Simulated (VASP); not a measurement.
Crystal: Ga4SbAs3.

```
Ga Sb As
1.0
     5.86386    0.11730   -0.02764
     0.11730    5.76195    0.05921
    -0.02764    0.05921    5.82694
Ga Sb As
4 1 3
Direct
  0.25272 0.73987 0.76148
  0.25710 0.25715 0.18907
  0.73602 0.77396 0.26602
  0.77259 0.23257 0.72324
  0.49135 0.51168 0.51050
  0.98986 0.48586 0.01157
  0.97114 0.00581 0.48852
  0.52921 0.99309 0.04959
```

| Item | Value |
| --- | --- |
| Program | VASP 6.6.1 |
| Task | relaxation of cell and atoms |
| Functional | PBE |
| Potentials or basis | VASP PAW PBE potentials, release 64 (Ga_d, Sb, As) |
| Cutoff | 600 eV |
| k mesh | 4 × 4 × 4 |
| Occupations | gaussian, width 0.2 eV |
| Spin | no spin polarisation |

At the start: pressure 6.6 GPa; volume 24.60 Å³/atom.

**Question.** Where does the relaxation end?

**Answer.** Over 20 steps the energy falls by 321.4 meV/atom and the volume is 25.33 Å³/atom (+3.0 %); space group P1 (No. 1, to 0.1 Å) before, P-43m (No. 215, to 0.1 Å).

Step by step:
| step | energy change (eV) | largest force (eV/Å) | pressure (GPa) | volume (Å³) |
| --- | --- | --- | --- | --- |
| 1 | 0.0000 | 5.8699 | 6.65 | 196.77 |
| 2 | -1.6631 | 1.4536 | -3.74 | 226.58 |
| 3 | -1.9242 | 1.7176 | -2.13 | 215.65 |
| 4 | -2.3632 | 0.8032 | -1.16 | 207.93 |
| 5 | -2.4750 | 0.5074 | 0.19 | 201.80 |
| 6 | -2.4753 | 0.5032 | 0.09 | 202.11 |
| 7 | -2.5146 | 0.2863 | 0.08 | 201.94 |
| 8 | -2.5157 | 0.2795 | 0.09 | 201.90 |
| 9 | -2.5297 | 0.1683 | -0.03 | 202.34 |
| 10 | -2.5336 | 0.1555 | -0.11 | 202.68 |
| 11 | -2.5432 | 0.1444 | 0.04 | 202.22 |
| 12 | -2.5533 | 0.1521 | 0.31 | 201.43 |
| 13 | -2.5488 | 0.2496 | 0.83 | 199.85 |
| 14 | -2.5555 | 0.1587 | 0.50 | 200.85 |
| 15 | -2.5607 | 0.1379 | 0.31 | 201.53 |
| 16 | -2.5666 | 0.1143 | -0.16 | 203.27 |
| 17 | -2.5691 | 0.0757 | -0.10 | 203.04 |
| 18 | -2.5709 | 0.0326 | -0.02 | 202.72 |
| 19 | -2.5711 | 0.0334 | 0.02 | 202.59 |
| 20 | -2.5713 | 0.0191 | -0.01 | 202.63 |

Final structure:
```cif
data_structure
_symmetry_space_group_name_H-M 'P 1'
_symmetry_Int_Tables_number 1
_cell_length_a 5.8716
_cell_length_b 5.8731
_cell_length_c 5.8759
_cell_angle_alpha 90.016
_cell_angle_beta 90.016
_cell_angle_gamma 89.981
_cell_volume 202.63
loop_
_atom_site_label
_atom_site_type_symbol
_atom_site_fract_x
_atom_site_fract_y
_atom_site_fract_z
_atom_site_occupancy
Ga1 Ga 0.24166 0.75807 0.75862 1
Ga2 Ga 0.24173 0.24215 0.24112 1
Ga3 Ga 0.75819 0.75828 0.24227 1
Ga4 Ga 0.75824 0.24136 0.75816 1
Sb1 Sb 0.49986 0.49995 0.50018 1
As1 As 0.99942 0.49997 0.00000 1
As2 As 0.00070 0.00038 0.49982 1
As3 As 0.50020 0.99985 0.99983 1
```
